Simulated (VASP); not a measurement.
Ge, 1 atom in the cell. The structure is orthorhombic, space group Cmmm (No. 65). The conventional cell has a = 2.864 Å, b = 5.331 Å, c = 2.631 Å, α = 90.00°, β = 90.00°, γ = 90.00°. Ge (site symmetry mmm) has 8 Ge at 2.63 to 3.03 Å within 3.5 Å.  This cell differs from its parent crystal: strain +0.025 along x and y, -0.025 along z.

```yaml
Program: VASP 6.6.1
Task: single point
Functional: PBEsol
Potentials_or_basis: VASP PAW PBE potentials, release 64 (Ge_d)
Cutoff: 520 eV
k_mesh: 20 × 20 × 18
Occupations: gaussian, width 0.15 eV
Spin: no spin polarisation
Dipole_correction: no
Further_INCAR_settings: ALGO = Normal; EDIFF = 1e-06; NBANDS = 13
```

Potentials or basis: VASP PAW PBE potentials, release 64 (Ge_d).

The run is started by

```sh
$ cat potpaw_PBE.64/Ge_d/POTCAR > POTCAR
$ mpirun -np 1 vasp_std > vasp.out
```

Hardware: 1 thread of Intel(R) Xeon(R) Platinum 8259CL CPU @ 2.50GHz (Skylake/Cascade Lake), on a shared host.

**Question.** Estimate the wall time of this run.

**Answer.** Wall time 100 s on 1 thread of Intel(R) Xeon(R) Platinum 8259CL CPU @ 2.50GHz (Skylake/Cascade Lake) (shared host), peak memory 0.35 GiB. Counts: scf iterations 10, k points 1110.
